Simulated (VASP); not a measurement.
A run of VASP 6.6.1 is set up as follows.

File INCAR:

```
ALGO = Normal
EDIFF = 1E-6
ENCUT = 500
GGA = PS
GGA_COMPAT = False
ISIF = 2
ISMEAR = 0
LASPH = True
LCHARG = True
LELF = True
LREAL = False
LVHAR = True
LWAVE = False
NBANDS = 35
NELM = 120
PREC = Accurate
SIGMA = 0.02
```

File KPOINTS:

```
k-points
0
Gamma
  12 12 2
```

File POSCAR:

```
WS2
1.0
    3.2090054409     -0.0005795163      0.0000000000
   -1.6049922954      2.7129103314      0.0000000000
    0.0000000000      0.0000000000     12.6571596243
W S
2 4
Direct
    0.3335325847      0.6671033217      0.2500000000
    0.6664674153      0.3328966783      0.7500000000
    0.3316522116      0.6631925186      0.6268583329
    0.6683477884      0.3368074814      0.1268583329
    0.3316522116      0.6631925186      0.8731416671
    0.6683477884      0.3368074814      0.3731416671
```

Potentials or basis: VASP PAW PBE potentials, release 64 (W_sv, S).

Command:

```console
$ cat potpaw_PBE.64/W_sv/POTCAR potpaw_PBE.64/S/POTCAR > POTCAR
$ mpirun -np 1 vasp_std > vasp.out
```

(1) Estimate the pressure.

(2) Predict the largest force.

(3) Predict the band gap on the k mesh.

Answers

(1) -1.3 GPa.

(2) 0.019 eV/Å.

(3) 1.09 eV (least direct gap 1.76 eV).

Caveat: the PAW data sets were made with another functional, which shifts forces and pressure a little; spin-orbit coupling is left out, which moves the levels of the heavy elements.
